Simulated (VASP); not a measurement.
## Hf5O9 (a cell with a defect): single point with PBE

System: Hf5O9 (a cell with a defect).

```
Hf O
1.0
    -5.09814    0.00000    0.00000
    -2.54907    5.09814   -2.54907
    -2.54907   -2.54907   -5.09814
Hf O
5 9
Direct
  0.80000 0.80000 0.60000
  0.60000 0.60000 0.20000
  0.40000 0.40000 0.80000
  0.20000 0.20000 0.40000
  0.00000 0.00000 0.00000
  0.05000 0.30000 0.10000
  0.85000 0.10000 0.70000
  0.65000 0.90000 0.30000
  0.45000 0.70000 0.90000
  0.95000 0.70000 0.90000
  0.75000 0.50000 0.50000
  0.55000 0.30000 0.10000
  0.31667 0.23332 0.63334
  0.15000 0.90000 0.30000
```

This cell differs from its parent crystal: atoms taken out, atom 13 moved 0.333 of the way to it and +0.000 Å across, host rigid.

```json
{"Program": "VASP 6.6.1", "Task": "single point", "Functional": "PBE", "Potentials or basis": "VASP PAW PBE potentials, release 64 (Hf_pv, O)", "Cutoff": "520 eV", "k mesh": "4 × 4 × 4", "Occupations": "gaussian, width 0.05 eV", "Spin": "no spin polarisation", "Dipole correction": "no", "Charge": "2", "Further INCAR settings": "ALGO = Normal; EDIFF = 1e-07; NBANDS = 65; NELECT = 102.0"}
```

| Quantity | Value |
| --- | --- |
| Largest force | 6.931 eV/Å |

Forces in eV/Å, atoms in the order of the input:
```
Hf   0.775  1.270 -1.015
Hf  -2.199  1.675  2.717
Hf  -4.522 -0.635 -5.111
Hf   4.652 -0.073  5.138
Hf   1.286 -0.499 -1.709
O    0.232 -0.185  0.984
O    0.143 -0.927  0.046
O   -0.356 -0.320 -0.458
O   -0.332  2.454 -0.097
O    0.471  0.094  1.461
O   -0.155  0.643 -0.119
O    0.089  0.433 -1.673
O   -0.076 -1.482  0.059
O   -0.007 -2.448 -0.222
```

Levels at points of the mesh, in eV from the Fermi level:
```
           k point  band 47  band 48  band 49  band 50  band 51  band 52  band 53  band 54  band 55  band 56
(0.00, 0.00, 0.00)    -0.95    -0.93    -0.72    -0.60    -0.40     1.06     3.52     3.60     3.90     4.19
(0.50, 0.00, 0.00)    -1.48    -1.44    -1.13    -0.99    -0.82     2.50     3.39     3.96     4.00     4.20
(0.50, 0.50, 0.00)    -1.36    -1.30    -1.18    -1.03    -0.85     1.94     3.69     3.88     4.00     4.35
(0.50, 0.50, 0.50)    -1.66    -1.55    -1.08    -1.02    -0.85     1.81     3.51     3.77     3.91     4.35
(0.50, 0.00, 0.50)    -1.57    -1.23    -1.17    -0.94    -0.87     2.19     3.46     3.58     4.02     4.13
(0.00, 0.50, 0.00)    -1.17    -0.97    -0.77    -0.49    -0.29     1.69     3.24     3.50     4.11     4.30
(0.00, 0.00, 0.50)    -1.12    -0.93    -0.58    -0.44    -0.39     1.42     3.43     3.64     4.11     4.27
(0.00, 0.50, 0.50)    -1.31    -1.20    -0.83    -0.72    -0.21     2.21     3.35     3.58     4.18     4.26
```

It took 16 min on 1 thread of Intel Xeon 8259CL, with other jobs on the host, peak memory 0.45 GiB.

Caveat: the cell carries a net charge on a neutralising background, which shifts energy and pressure; the cell differs from its parent crystal (atoms taken out, atom 13 moved 0.333 of the way to it and +0.000 Å across, host rigid); the cell is charged against a uniform background, so pressure and absolute levels hang on convention; spin-orbit coupling is left out, which moves the levels of the heavy elements.
